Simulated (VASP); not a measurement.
# O in VASP: further runs, part 2 of 3

VASP 6.6.1. The steps go on from the part before.

## 3. Single point, PBE+D3(BJ), collinear spin, ferromagnetic start

INCAR

```
SYSTEM = O
ALGO     = Normal         ! electronic algorithm
EDIFF    = 1E-6           ! SCF threshold, eV
ENCUT    = 520            ! plane-wave cutoff, eV
GGA      = PE             ! functional
ISIF     = 2              ! what is computed and relaxed
ISMEAR   = -1             ! smearing method
ISPIN    = 2              ! spin polarisation
IVDW     = 12             ! dispersion correction
LASPH    = .True.         ! aspherical terms in the spheres
LCHARG   = .False.        ! write CHGCAR
LORBIT   = 11             ! projections on sites
LREAL    = Auto         
LWAVE    = .False.        ! write WAVECAR
MAGMOM   = 0.56 0.56 0.56 0.56 0.56 0.56 0.56 0.56 0.56 0.56 0.56 0.56 0.56 0.56 0.56 0.56 0.56 0.56 0.56 0.56 ! initial moments
NBANDS   = 80             ! bands
NELM     = 150            ! most SCF steps
PREC     = Accurate       ! precision mode
SIGMA    = 0.02           ! smearing width, eV
```

KPOINTS

```
k-points
0
Gamma
  1 1 1
  0 0 0
```

POSCAR

```
O
1.0
    8.0259570000      0.0000000000      0.0000000000
    0.0000000000      8.0259570000      0.0000000000
    0.0000000000      0.0000000000      8.0259570000
O
20
Direct
    0.5772021953      0.7154162426      0.8404729804
    0.5736387573      0.7275394075      0.6915063213
    0.9962674856      0.3196129757      0.5427888537
    0.8658032930      0.3411057398      0.4703738134
    0.0282084741      0.7194656039      0.7335075431
    0.1449920552      0.7336695175      0.8281629219
    0.6757574206      0.3237993924     -0.0346002352
    0.6278877397      0.3940215478      0.0929733364
    0.3228400052      0.5754578551      0.2493409820
    0.3488306753      0.5663997452      0.3980335305
    0.0101545523      0.2262907713      1.0706137598
    0.0426242005      0.1872175493      0.9279890236
    0.4116393846      0.0331923034      0.9936135965
    0.3941710627      0.0638677730      0.8448462906
    0.9746625854      0.6698142041      0.2868692170
    0.9137975696      0.6314760969      0.1544488713
    0.6022833165      0.9672740584      0.3764037111
    0.7020471204      0.9814655125      0.2623986149
    0.2334425664      0.9651808501      0.4542137467
    0.3102558362      1.0952712555      0.4198253243
```

Potentials or basis: VASP PAW PBE potentials, release 64 (O).

Command:

```sh
$ cat potpaw_PBE.64/O/POTCAR > POTCAR
$ mpirun -np 1 vasp_gam > vasp.out
```

OUTCAR:

```text
SYSTEM = O
   EDIFF = 1E-6
   ENCUT = 520
   GGA = PE
   ISIF = 2
   ISMEAR = -1
   ISPIN = 2
   IVDW = 12
   LASPH = .True.
   LORBIT = 11
   LREAL = Auto
   NELM = 150
   PREC = Accurate
 IVDW          = 12

 ion  position               nearest neighbor table
   1  0.577  0.715  0.840-   2 1.20
   2  0.574  0.728  0.692-   1 1.20
   3  0.996  0.320  0.543-   4 1.21
   4  0.866  0.341  0.470-   3 1.21
   5  0.028  0.719  0.734-   6 1.21
[... 413 lines left out ...]
      4.63260      5.74190      6.74560         0.089473     -0.249533      2.693917
      4.60400      5.83920      5.55000        -0.047941      0.194270     -2.705845
      7.99600      2.56520      4.35640         1.580878     -0.252292      0.876904
      6.94890      2.73770      3.77520        -1.605738      0.241560     -0.866373
      0.22640      5.77440      5.88710        -1.281687     -0.155929     -1.024281
      1.16370      5.88840      6.64680         1.273351      0.147729      1.014350
[... 12 lines left out ...]
      1.87360      7.74650      3.64550         0.326108      0.613623     -0.165186
      2.49010      0.76464      3.36950        -0.642091     -0.480998      0.209624
 -----------------------------------------------------------------------------------
    total drift:                               -0.004629     -0.001989      0.001032

  FREE ENERGIE OF THE ION-ELECTRON SYSTEM (eV)
  ---------------------------------------------------
  free  energy   TOTEN  =       -99.2959431719 eV

  energy  without entropy=      -99.2959431719  energy(sigma->0) =      -99.29594317

 total charge

# of ion       s       p       d       tot
------------------------------------------
    1        1.612   3.328   0.000   4.940
    2        1.613   3.326   0.000   4.938
    3        1.612   3.311   0.000   4.922
    4        1.612   3.311   0.000   4.923
    5        1.612   3.307   0.000   4.919
    6        1.612   3.308   0.000   4.920
[... 12 lines left out ...]
   19        1.611   3.263   0.000   4.874
   20        1.612   3.262   0.000   4.874
--------------------------------------------------
tot         32.236  65.982   0.000  98.218

 magnetization (x)

# of ion       s       p       d       tot
------------------------------------------
    1        0.010   0.793   0.000   0.803
    2        0.010   0.797   0.000   0.807
    3        0.010   0.798   0.000   0.808
    4        0.010   0.797   0.000   0.807
    5        0.010   0.797   0.000   0.808
    6        0.010   0.797   0.000   0.807
[... 12 lines left out ...]
   19        0.010   0.798   0.000   0.808
   20        0.011   0.809   0.000   0.820
--------------------------------------------------
tot          0.207  15.974   0.000  16.182
```

OSZICAR:

```text
N       E                     dE             d eps       ncg     rms          rms(c)
DAV:   1     0.117159035829E+04    0.11716E+04   -0.65180E+04   336   0.136E+03
DAV:   2     0.271866726286E+02   -0.11444E+04   -0.11087E+04   424   0.335E+02
DAV:   3    -0.941317453887E+02   -0.12132E+03   -0.11538E+03   368   0.115E+02
DAV:   4    -0.965269379258E+02   -0.23952E+01   -0.23919E+01   416   0.174E+01
DAV:   5    -0.965707136735E+02   -0.43776E-01   -0.43768E-01   408   0.225E+00    0.252E+01
DAV:   6    -0.923187100805E+02    0.42520E+01   -0.23177E+01   352   0.180E+01    0.102E+01
DAV:   7    -0.976563907939E+02   -0.53377E+01   -0.67243E+00   344   0.914E+00    0.457E+00
DAV:   8    -0.987080818342E+02   -0.10517E+01   -0.16356E+00   376   0.419E+00    0.180E+00
DAV:   9    -0.987344132086E+02   -0.26331E-01   -0.11625E-01   352   0.152E+00    0.757E-01
DAV:  10    -0.987371222845E+02   -0.27091E-02   -0.18721E-02   368   0.640E-01    0.264E-01
DAV:  11    -0.987375055356E+02   -0.38325E-03   -0.19524E-03   352   0.245E-01    0.123E-01
DAV:  12    -0.987373976636E+02    0.10787E-03   -0.55422E-04   368   0.130E-01    0.536E-02
DAV:  13    -0.987373893954E+02    0.82682E-05   -0.20971E-04   352   0.758E-02    0.288E-02
DAV:  14    -0.987373829893E+02    0.64060E-05   -0.45032E-05   368   0.402E-02    0.983E-03
DAV:  15    -0.987373802333E+02    0.27561E-05   -0.12299E-05   368   0.179E-02    0.568E-03
DAV:  16    -0.987373768843E+02    0.33489E-05   -0.53432E-06   328   0.165E-02    0.300E-03
DAV:  17    -0.987373752559E+02    0.16285E-05   -0.26096E-06   288   0.107E-02    0.185E-03
DAV:  18    -0.987373749551E+02    0.30074E-06   -0.98941E-07   256   0.618E-03
   1 F= -.99295943E+02 E0= -.99295943E+02  d E =-.722866E-11  mag=    20.0000
```

stdout:

```text
POSCAR found type information on POSCAR O
 POSCAR found :  1 types and      20 ions
 scaLAPACK will be used
 LDA part: xc-table for (Slater+PW92), standard interpolation
 POSCAR, INCAR and KPOINTS ok, starting setup
 FFT: planning ... GRIDC
 FFT: planning ... GRID_SOFT
 FFT: planning ... GRID
 WAVECAR not read
 entering main loop
```

Wall time 2.1 min (1 thread of Intel Xeon Platinum 8259CL at 2.50GHz (Skylake/Cascade Lake), shared host); peak memory 0.59 GiB.

Results:

* Free energy: -99.2959 eV
* Pressure: 1.3 GPa
* Largest force: 2.713 eV/Å
* Net moment: 20.00 μB per cell
* Site moments: O +0.80, +0.81, +0.82 (each value once) μB
* Valence electrons inside the program's atomic spheres: O 4.94, 4.92, 4.89, 4.90, 4.91, 4.87 (each value once)
* Dispersion energy per atom: -0.028 eV

Forces on the atoms (eV/Å):
```
O    0.089 -0.250  2.694
O   -0.048  0.194 -2.706
O    1.581 -0.252  0.877
O   -1.606  0.242 -0.866
O   -1.282 -0.156 -1.024
O    1.273  0.148  1.014
O    0.004 -0.033 -0.171
O   -0.083  0.037  0.146
O   -0.202  0.080 -1.478
O    0.264 -0.102  1.478
O   -0.226  0.332  1.328
O    0.273 -0.350 -1.279
O   -0.005 -0.062  0.407
O   -0.016  0.077 -0.414
O    0.674  0.513  1.630
O   -0.720 -0.434 -1.624
O   -0.297 -0.204  0.638
O    0.641  0.088 -0.695
O    0.326  0.614 -0.165
O   -0.642 -0.481  0.210
```

Caveat: the k points lie up to 0.78 Å⁻¹ apart; the standard files for N, O and F lose accuracy on very short bonds.

## 4. Single point, PBE+D3(BJ), collinear spin, ferromagnetic start

INCAR

```
PREC     = Accurate       # precision mode
ENCUT    = 520            # plane-wave cutoff, eV
EDIFF    = 1E-7           # SCF threshold, eV
ISMEAR   = -1             # smearing method
SIGMA    = 0.02           # smearing width, eV
LREAL    = Auto         
LASPH    = True           # aspherical terms in the spheres
NELM     = 150            # most SCF steps
ALGO     = Normal         # electronic algorithm
ISIF     = 2              # what is computed and relaxed
LWAVE    = False          # write WAVECAR
LCHARG   = False          # write CHGCAR
ISPIN    = 2              # spin polarisation
MAGMOM   = 0.56 0.56 0.56 0.56 0.56 0.56 0.56 0.56 0.56 0.56 0.56 0.56 0.56 0.56 0.56 0.56 0.56 0.56 0.56 0.56 # initial moments
LORBIT   = 11             # projections on sites
GGA      = PE             # functional
IVDW     = 12             # dispersion correction
NBANDS   = 80             # bands
```

KPOINTS

```
Automatic mesh
0
Gamma
  1 1 1
```

POSCAR

```
O
1.0
    8.0259570000      0.0000000000      0.0000000000
    0.0000000000      8.0259570000      0.0000000000
    0.0000000000      0.0000000000      8.0259570000
O
20
Direct
    0.5850018882      0.7279131947      0.8275025645
    0.6106561498      0.7548009540      0.6763056418
    0.9792726276      0.2849006044      0.5264543530
    0.8477493712      0.3500766326      0.5081263206
    0.0285573421      0.6756951227      0.7230290419
    0.1383137238      0.7196026592      0.8146941231
    0.6445960276      0.3011977263     -0.0408923198
    0.5947328150      0.3807645618      0.0790310738
    0.3136074614      0.5754080168      0.2520571690
    0.3186162099      0.5512613636      0.4021701088
    0.0037503316      0.2018201692      1.0697789684
    0.0689512790      0.2120494790      0.9298205809
    0.4287962171      0.0453154683      1.0151686584
    0.3850631146      0.0448420045      0.8680709353
    0.9624272844      0.6967891804      0.2697746823
    0.9156665056      0.6132726602      0.1538508118
    0.6079898011      0.9867234524      0.3760548431
    0.7026202607      1.0077427527      0.2612897129
    0.2016083565      0.9619164419      0.4427260201
    0.2872180850      1.0863875797      0.4553475679
```

Command:

```sh
$ cat potpaw_PBE.64/O/POTCAR > POTCAR
$ mpirun -np 1 vasp_gam > vasp.out
```

It took 2.4 min on 1 thread of Intel Xeon Platinum 8259CL at 2.50GHz (Skylake/Cascade Lake), shared host; peak memory 0.59 GiB.

Results (log left out):

- Free energy: -99.2214 eV
- Pressure: 1.4 GPa
- Largest force: 3.954 eV/Å
- Net moment: 20.00 μB per cell
- Site moments: O +0.81, +0.82, +0.80 (each value once) μB
- Valence electrons inside the program's atomic spheres: O 4.87, 4.86, 4.96, 4.94, 4.91, 4.90, 4.88, 4.89, 4.93 (each value once)
- Dispersion energy per atom: -0.028 eV

Forces in eV/Å, atoms in the order of the input:
```
O    0.221  0.136 -1.089
O   -0.188 -0.212  1.093
O    3.469 -1.702  0.486
O   -3.519  1.738 -0.483
O   -1.948 -0.778 -1.608
O    1.949  0.772  1.603
O    0.365 -0.230 -0.648
O   -0.232  0.405  0.602
O    0.005  0.139 -0.884
O    0.040 -0.152  0.906
O    0.276  0.036 -0.518
O   -0.322  0.004  0.559
O   -0.161 -0.135  0.058
O    0.013 -0.027 -0.095
O    0.599  1.176  1.626
O   -0.665 -1.161 -1.631
O   -1.255 -0.336  1.636
O    1.441  0.307 -1.647
O   -0.695 -1.036 -0.104
O    0.607  1.057  0.137
```

Stress tensor (GPa, compression positive):
```
 2.30 -0.05  0.48
-0.05  0.89  0.55
 0.48  0.55  0.97
```

Levels at points of the mesh, in eV from the Fermi level:
Spin up:
```tsv
k point	band 68	band 69	band 70	band 71	band 72	band 73
(0.00, 0.00, 0.00)	-0.58	-0.56	-0.51	5.29	6.43	6.60
```
Spin down:
```
           k point  band 46  band 47  band 48  band 49  band 50  band 51  band 52  band 53  band 54  band 55
(0.00, 0.00, 0.00)    -5.30    -5.27    -5.20    -5.04    -5.00     1.08     1.21     1.22     1.23     1.26
```

Caveat: the k points lie up to 0.78 Å⁻¹ apart; the standard files for N, O and F lose accuracy on very short bonds.

(Continued in part 3 of 3.)
